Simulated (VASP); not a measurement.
A run of VASP 6.6.1 is set up as follows.

The input INCAR:

```
SYSTEM = Mg5CdO6
PREC = Accurate
ENCUT = 520
EDIFF = 1E-6
ISMEAR = 0
SIGMA = 0.02
LREAL = .FALSE.
LASPH = .TRUE.
NELM = 60
ALGO = Normal
ISIF = 2
LWAVE = .FALSE.
LCHARG = .FALSE.
GGA = PE
NBANDS = 41
```

Contents of KPOINTS:

```
regular mesh
0
G
  10 10 2
  0 0 0
```

The input POSCAR:

```
Mg5CdO6
1.0
    3.0966276561      0.0000000000      0.0000000000
    0.0000000000      3.0966276561      0.0000000000
    0.0000000000      0.0000000000     13.1208850055
Mg Cd O
5 1 6
Direct
    0.0000000000      0.0000000000      0.8200282259
    0.0000000000      0.0000000000      0.1799717741
    0.5000000000      0.5000000000      0.3412346278
    0.0000000000      0.0000000000      0.5000000000
    0.5000000000      0.5000000000      0.6587653722
    0.5000000000      0.5000000000      0.0000000000
    0.0000000000      0.0000000000      0.0000000000
    0.5000000000      0.5000000000      0.1828170011
    0.0000000000      0.0000000000      0.3406286515
    0.5000000000      0.5000000000      0.5000000000
    0.0000000000      0.0000000000      0.6593713485
    0.5000000000      0.5000000000      0.8171829989
```

Potentials or basis: VASP PAW PBE potentials, release 64 (Mg, Cd, O).

Command:

```sh
$ cat potpaw_PBE.64/Mg/POTCAR potpaw_PBE.64/Cd/POTCAR potpaw_PBE.64/O/POTCAR > POTCAR
$ mpirun -np 1 vasp_std > vasp.out
```

Estimate the band gap on the k mesh.

1.40 eV (least direct gap 2.75 eV).

What does it give for the pressure?

-0.1 GPa.

Estimate the largest force.

0.031 eV/Å.

Forces on the atoms (eV/Å):
```
Mg   0.000  0.000 -0.014
Mg   0.000  0.000  0.014
Mg   0.000  0.000 -0.001
Mg   0.000  0.000  0.000
Mg   0.000  0.000  0.001
Cd   0.000  0.000  0.000
O    0.000  0.000  0.000
O    0.000  0.000  0.031
O    0.000  0.000  0.000
O    0.000  0.000  0.000
O    0.000  0.000  0.000
O    0.000  0.000 -0.031
```

A k mesh can miss the band edges.
